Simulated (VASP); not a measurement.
# Ni (Im-3m) in VASP: notebook

The runs below take Ni through density of states, with PBEsol.

Everything below comes from runs of VASP 6.6.1. Logs are shortened: lines on timing, memory, paths and dates and some standing lists are left out, and cuts for length are marked.

### 1 The cell of the first run

Symmetry: Im-3m, No. 229, cubic system. The conventional cell has a = 2.031 Å, b = 2.031 Å, c = 2.031 Å, α = 90.00°, β = 90.00°, γ = 90.00°. Within 2.3 Å of Ni (site symmetry m-3m) lie 14 Ni at 1.76 to 2.03 Å.

### 2 Density of states, PBEsol, collinear spin, ferromagnetic start (volume scaled by 0.4)

File POSCAR:

```
Ni
1.0
   -1.0154053308      1.0154053308      1.0154053308
    1.0154053308     -1.0154053308      1.0154053308
    1.0154053308      1.0154053308     -1.0154053308
Ni
1
Direct
    0.0000000000      0.0000000000      0.0000000000
```

File INCAR.step1:

```
SYSTEM = Ni
ALGO = Normal ; EDIFF = 1E-6
ENCUT = 520 ; GGA = PS
ISIF = 2 ; ISMEAR = -1
ISPIN = 2 ; LASPH = .TRUE.
LCHARG = .TRUE. ; LMAXMIX = 4
LREAL = .FALSE. ; LWAVE = .FALSE.
MAGMOM = 1 ; NBANDS = 15
NELM = 150 ; PREC = Accurate
SIGMA = 0.08
```

File KPOINTS.step1:

```
k-points
0
G
  21 21 21
  0 0 0
```

File INCAR.step2:

```
SYSTEM = Ni
ALGO = Normal ; EDIFF = 1E-6
ENCUT = 520 ; GGA = PS
ICHARG = 11 ; ISIF = 2
ISMEAR = -5 ; ISPIN = 2
LASPH = .TRUE. ; LCHARG = .FALSE.
LMAXMIX = 4 ; LORBIT = 11
LREAL = .FALSE. ; LWAVE = .FALSE.
MAGMOM = 1 ; NEDOS = 2001
NELM = 150 ; PREC = Accurate
SIGMA = 0.08
```

File KPOINTS.step2:

```
k-points
0
G
  32 32 32
  0 0 0
```

Potentials or basis: VASP PAW PBE potentials, release 64 (Ni).

The run is started by

```sh
cat potpaw_PBE.64/Ni/POTCAR > POTCAR
cp INCAR.step1 INCAR
cp KPOINTS.step1 KPOINTS
mpirun -np 1 vasp_std > vasp.out
cp INCAR.step2 INCAR
cp KPOINTS.step2 KPOINTS
mpirun -np 1 vasp_std > vasp.out
```

OUTCAR:

```text
SYSTEM = Ni
   EDIFF = 1E-6
   ENCUT = 520
   GGA = PS
   ICHARG = 11
   ISIF = 2
   ISMEAR = -5
   ISPIN = 2
   LASPH = .TRUE.
   LORBIT = 11
   LREAL = .FALSE.
   NELM = 150
   PREC = Accurate

 ion  position               nearest neighbor table
   1  0.000  0.000  0.000-

  LATTYP: Found a body centered cubic cell.
 ALAT       =     2.0308106616

  Lattice vectors:

 A1 = (  -1.0154053308,   1.0154053308,   1.0154053308)
 A2 = (   1.0154053308,  -1.0154053308,   1.0154053308)
 A3 = (   1.0154053308,   1.0154053308,  -1.0154053308)

Analysis of symmetry for initial positions (statically):
=====================================================================
 Subroutine PRICEL returns:
 Original cell was already a primitive cell.

 Routine SETGRP: Setting up the symmetry group for a
 body centered cubic supercell.

 Subroutine GETGRP returns: Found 48 space group operations
 (whereof 48 operations were pure point group operations)
 out of a pool of 48 trial point group operations.

The static configuration has the point symmetry O_h .

Analysis of symmetry for dynamics (positions and initial velocities):
=====================================================================
 Subroutine PRICEL returns:
 Original cell was already a primitive cell.

 Routine SETGRP: Setting up the symmetry group for a
 body centered cubic supercell.

 Subroutine GETGRP returns: Found 48 space group operations
 (whereof 48 operations were pure point group operations)
 out of a pool of 48 trial point group operations.

The dynamic configuration has the point symmetry O_h .

Analysis of structural, dynamic, and magnetic symmetry:
=====================================================================
 Subroutine PRICEL returns:
 Original cell was already a primitive cell.

 Routine SETGRP: Setting up the symmetry group for a
 body centered cubic supercell.

 Subroutine GETGRP returns: Found 48 space group operations
 (whereof 48 operations were pure point group operations)
 out of a pool of 48 trial point group operations.

The overall configuration has the point symmetry O_h .

 Subroutine INISYM returns: Found 48 space group operations
 (whereof 48 operations are pure point group operations),
 and found     1 'primitive' translations

----------------------------------------------------------------------------------------

                                     Primitive cell

  volume of cell :       4.1877

  direct lattice vectors                    reciprocal lattice vectors
    -1.015405331  1.015405331  1.015405331     0.000000000  0.492414196  0.492414196
     1.015405331 -1.015405331  1.015405331     0.492414196  0.000000000  0.492414196
     1.015405331  1.015405331 -1.015405331     0.492414196  0.492414196  0.000000000

  length of vectors
     1.758733623  1.758733623  1.758733623     0.696378835  0.696378835  0.696378835

  position of ions in fractional coordinates (direct lattice)
     0.000000000  0.000000000  0.000000000

  ion indices of the primitive-cell ions
   primitive index   ion index
                 1           1

----------------------------------------------------------------------------------------

 KPOINTS: k-points

Automatic generation of k-mesh.
 Grid dimensions read from file:
 generate k-points for:   32   32   32

 Generating k-lattice:

  Cartesian coordinates                     Fractional coordinates (reciprocal lattice)
     0.000000000  0.015387944  0.015387944     0.031250000  0.000000000  0.000000000
     0.015387944  0.000000000  0.015387944     0.000000000  0.031250000  0.000000000
     0.015387944  0.015387944  0.000000000     0.000000000  0.000000000  0.031250000

  Length of vectors
     0.021761839  0.021761839  0.021761839

  Shift w.r.t. Gamma in fractional coordinates (k-lattice)
     0.000000000  0.000000000  0.000000000

 TETIRR: Found  39615 inequivalent tetrahedra from   196608

 Subroutine IBZKPT returns following result:
 ===========================================

 Found    897 irreducible k-points:

 Following reciprocal coordinates:
            Coordinates               Weight
  0.000000  0.000000  0.000000      1.000000
  0.031250  0.000000  0.000000     12.000000
  0.062500  0.000000  0.000000     12.000000
  0.093750  0.000000  0.000000     12.000000
  0.125000  0.000000  0.000000     12.000000
  0.156250  0.000000  0.000000     12.000000
[... 16 lines left out ...]
  0.187500  0.031250  0.000000     48.000000
  0.218750  0.031250  0.000000     48.000000
 [... further k-points ...]
   k-points           NKPTS =    897   k-points in BZ     NKDIM =    897   number of bands    NBANDS=     10
   number of dos      NEDOS =   2001   number of ions     NIONS =      1
   total plane-waves  NPLWV =   2744
   dimension x,y,z NGX =    14 NGY =   14 NGZ =   14
   dimension x,y,z NGXF=    28 NGYF=   28 NGZF=   28
   ions per type =               1
   NGX,Y,Z   is equivalent  to a cutoff of  13.23, 13.23, 13.23 a.u.
   NGXF,Y,Z  is equivalent  to a cutoff of  26.47, 26.47, 26.47 a.u.
 SYSTEM =  Ni
   PREC   = accura    normal or accurate (medium, high low for compatibility)
   ISTART =      0    job   : 0-new  1-cont  2-samecut
   ICHARG =     11    charge: 1-file 2-atom 10-const
   ISPIN  =      2    spin polarized calculation?
   LNONCOLLINEAR =      F non collinear calculations
   LSORBIT =      F    spin-orbit coupling
   LASPH  =      T    aspherical Exc in radial PAW
   ENCUT  =  520.0 eV  38.22 Ry    6.18 a.u.   3.27  3.27  3.27*2*pi/ulx,y,z
   NELM   =    150;   NELMIN=  2; NELMDL=  0     # of ELM steps
   EDIFF  = 0.1E-05   stopping-criterion for ELM
   LREAL  =      F    real-space projection
   EDIFFG = 0.1E-04   stopping-criterion for IOM
   NSW    =      0    number of steps for IOM
   IBRION =     -1    ionic relax: 0-MD 1-quasi-New 2-CG
   NFREE  =      0    steps in history (QN), initial steepest desc. (CG)
   ISIF   =      2    stress and relaxation
   ISYM   =      2    0-nonsym 1-usesym 2-fastsym
   POTIM  = 0.5000    time-step for ionic-motion
   TEBEG  =    0.0;   TEEND  =   0.0 temperature during run
   PSTRESS=    0.0 pullay stress
   NELECT =      10.0000    total number of electrons
   NUPDOWN=      -1.0000    fix difference up-down
   EMIN   =  10.00;   EMAX   =-10.00  energy-range for DOS
   EFERMI =   0.00;   METHOD = LEGACY
   ISMEAR =    -5;   SIGMA  =   0.08  broadening in eV -4-tet -1-fermi 0-gaus
   EFERMI_NEDOS =   21; number of points for ismear=-14 and -15
   IALGO  =     38    algorithm
   IMIX   =      4    mixing-type and parameters
     AMIX     =   0.40;   BMIX     =  1.00
     AMIX_MAG =   1.60;   BMIX_MAG =  1.00
  volume/ion in A,a.u.               =       4.19        28.26
  Fermi-wavevector in a.u.,A,eV,Ry     =   2.188175  4.135051 65.146192  4.788110
  Thomas-Fermi vector in A             =   3.154241
   LORBIT       =     11    0 simple, 1 ext, 2 COOP (PROOUT), +10 PAW based schemes
   GGA     = PS    functional components
   LHFCALC =     F    Hartree Fock is set to
   AEXX    =    0.0000 exact exchange contribution
   IVDW    =     0    specifies the selected vdW correction
   LEPSILON=     F    determine dielectric tensor
   LRPA    =     F    only Hartree local field effects (RPA)
 spin polarized calculation
 Fermi weights with tetrahedron method with Bloechl corrections
  energy-cutoff  :      520.00
  volume of cell :        4.19
 maximum number of plane-waves:       135
 NGX is ok and might be reduce to    14

 number of electron      10.0000007 magnetization      -0.0000693

 Free energy of the ion-electron system (eV)
  ---------------------------------------------------
  ext. energy  EPLUGINS =         0.00000000
  ---------------------------------------------------
  free energy    TOTEN  =         8.37975291 eV

  energy without entropy =        8.37975291  energy(sigma->0) =        8.37975291

 E-fermi :  32.5665     XC(G=0): -20.1232

 val. band max:       32.5890908850   @ k =  -0.3750   0.4063   0.0938
 cond. band min:      32.4797619547   @ k =  -0.3750   0.3750   0.0313
 fundamental gap:     -0.1093289303
 Fermi energy:        32.5665417187

 spin component 1

 k-point     1 :       0.0000    0.0000    0.0000
  band No.  band energies     occupation
      1      16.1590      1.00000
      2      25.1464      1.00000
      3      25.1464      1.00000
      4      25.1464      1.00000
      5      29.8342      1.00000
      6      29.8342      1.00000
      7      66.7593      0.00000
      8      66.7593      0.00000
      9      66.7593      0.00000
     10      75.3186      0.00000

 k-point     2 :       0.0313    0.0000    0.0000
  band No.  band energies     occupation
      1      16.2518      1.00000
      2      25.1011      1.00000
      3      25.1369      1.00000
      4      25.2160      1.00000
      5      29.7782      1.00000
      6      29.8376      1.00000
      7      66.7163      0.00000
      8      66.7770      0.00000
      9      66.8703      0.00000
     10      75.3272      0.00000
[... 274 lines left out ...]
 k-point    24 :       0.2188    0.0313    0.0000
  band No.  band energies     occupation
      1      19.3630      1.00000
      2      23.1908      1.00000
      3      25.0542      1.00000
      4      28.7912      1.00000
      5      28.9984      1.00000
      6      30.2022      1.00000
      7      62.3198      0.00000
      8      64.5099      0.00000
      9      71.8022      0.00000
     10      75.2221      0.00000

 [... further k-points ...]

 spin component 2

 k-point     1 :       0.0000    0.0000    0.0000
  band No.  band energies     occupation
      1      16.1588      1.00000
      2      25.1463      1.00000
      3      25.1463      1.00000
      4      25.1463      1.00000
      5      29.8343      1.00000
      6      29.8343      1.00000
      7      66.7589      0.00000
      8      66.7589      0.00000
      9      66.7589      0.00000
     10      75.3187      0.00000

 k-point     2 :       0.0313    0.0000    0.0000
  band No.  band energies     occupation
      1      16.2516      1.00000
      2      25.1009      1.00000
      3      25.1368      1.00000
      4      25.2159      1.00000
      5      29.7784      1.00000
      6      29.8377      1.00000
      7      66.7159      0.00000
      8      66.7767      0.00000
      9      66.8700      0.00000
     10      75.3274      0.00000
[... 274 lines left out ...]
 k-point    24 :       0.2188    0.0313    0.0000
  band No.  band energies     occupation
      1      19.3628      1.00000
      2      23.1907      1.00000
      3      25.0540      1.00000
      4      28.7911      1.00000
      5      28.9985      1.00000
      6      30.2023      1.00000
      7      62.3196      0.00000
      8      64.5097      0.00000
      9      71.8019      0.00000
     10      75.2224      0.00000

 [... further k-points ...]
[... 5 lines left out ...]
  --------------------------------------------------------------------------------------
  -------------------------------------------------------------------------------------
  Total       44.5688638     44.5688638     44.5688638     -0.0000000     -0.0000000      0.0000000
  in kB    17051.5489607  17051.5489607  17051.5489607     -0.0000000     -0.0000000      0.0000000
  external PRESSURE =   17051.5489607 kB  Pullay stress =       0.0000000 kB

 VOLUME and BASIS-vectors are now :
 -----------------------------------------------------------------------------
  energy-cutoff  :      520.00
  volume of cell :        4.19
      direct lattice vectors                 reciprocal lattice vectors
    -1.015405331  1.015405331  1.015405331     0.000000000  0.492414196  0.492414196
     1.015405331 -1.015405331  1.015405331     0.492414196  0.000000000  0.492414196
     1.015405331  1.015405331 -1.015405331     0.492414196  0.492414196  0.000000000

 POSITION                                       TOTAL-FORCE (eV/Angst)
 -----------------------------------------------------------------------------------
      0.00000      0.00000      0.00000         0.000000      0.000000      0.000000
 -----------------------------------------------------------------------------------
    total drift:                               -0.000000     -0.000000     -0.000000

  FREE ENERGIE OF THE ION-ELECTRON SYSTEM (eV)
  ---------------------------------------------------
  free  energy   TOTEN  =         8.3797529074 eV

  energy  without entropy=        8.3797529074  energy(sigma->0) =        8.37975291

 total charge

# of ion       s       p       d       tot
------------------------------------------
    1        1.216   2.041  10.188  13.445

 magnetization (x)

# of ion       s       p       d       tot
------------------------------------------
    1       -0.000  -0.000  -0.000  -0.000
```

Run time: 50 s. Hardware: 1 thread of Intel Xeon 6975P-C (Granite Rapids), shared host; peak memory 0.32 GiB.

What came out:

| Property | Result |
| --- | --- |
| Net moment | 0.00 μB per cell |

Caveat: the PAW data sets were made with another functional, which shifts forces and pressure a little; tetrahedron occupations give inexact forces and stress in metals.

### 3 Density of states, PBEsol, collinear spin, ferromagnetic start (volume scaled by 0.4)

POSCAR is that of step 2.

File INCAR.step1:

```
PREC = Accurate
ENCUT = 520
EDIFF = 1E-6
ISMEAR = -1
SIGMA = 0.08
LREAL = F
LASPH = T
NELM = 150
ALGO = Normal
ISIF = 2
LWAVE = F
LCHARG = T
ISPIN = 2
MAGMOM = 1
LMAXMIX = 4
GGA = PS
NBANDS = 15
```

File KPOINTS.step1:

```
regular mesh
0
Gamma
  21 21 21
```

File INCAR.step2:

```
PREC = Accurate
ENCUT = 520
EDIFF = 1E-6
ISMEAR = -5
SIGMA = 0.08
LREAL = F
LASPH = T
NELM = 150
ALGO = Normal
ISIF = 2
LWAVE = F
LCHARG = F
ISPIN = 2
MAGMOM = 1
LORBIT = 11
LMAXMIX = 4
GGA = PS
NEDOS = 2001
ICHARG = 11
```

File KPOINTS.step2:

```
regular mesh
0
Gamma
  32 32 32
```

Potentials or basis: VASP PAW PBE potentials, release 64 (Ni).

The run is started by

```sh
cat potpaw_PBE.64/Ni/POTCAR > POTCAR
cp INCAR.step1 INCAR
cp KPOINTS.step1 KPOINTS
mpirun -np 1 vasp_std > vasp.out
cp INCAR.step2 INCAR
cp KPOINTS.step2 KPOINTS
mpirun -np 1 vasp_std > vasp.out
```

Wall time 54 s (1 thread of Intel Xeon 6975P-C (Granite Rapids), shared host); peak memory 0.32 GiB.

Results (log left out):

| Item | Value |
| --- | --- |
| Net moment | 0.00 μB per cell |

Levels at points of the mesh, in eV from the Fermi level:
Spin up:
```
           k point  band 2  band 3  band 4  band 5  band 6  band 7  band 8  band 9
(0.00, 0.00, 0.00)   -7.42   -7.42   -7.42   -2.73   -2.73   34.19   34.19   34.19
(0.50, 0.00, 0.00)  -11.39   -2.45   -1.62    0.64    1.56   19.35   25.82   39.33
(0.50, 0.50, 0.50)  -16.39    0.57    0.57    0.57   18.82   18.82   18.82   30.67
```
Spin down:
| k point | band 2 | band 3 | band 4 | band 5 | band 6 | band 7 | band 8 | band 9 |
| --- | --- | --- | --- | --- | --- | --- | --- | --- |
| (0.00, 0.00, 0.00) | -7.42 | -7.42 | -7.42 | -2.73 | -2.73 | 34.19 | 34.19 | 34.19 |
| (0.50, 0.00, 0.00) | -11.39 | -2.45 | -1.62 | 0.64 | 1.56 | 19.35 | 25.82 | 39.33 |
| (0.50, 0.50, 0.50) | -16.39 | 0.57 | 0.57 | 0.57 | 18.82 | 18.82 | 18.82 | 30.67 |

Caveat: the PAW data sets were made with another functional, which shifts forces and pressure a little; tetrahedron occupations give inexact forces and stress in metals.
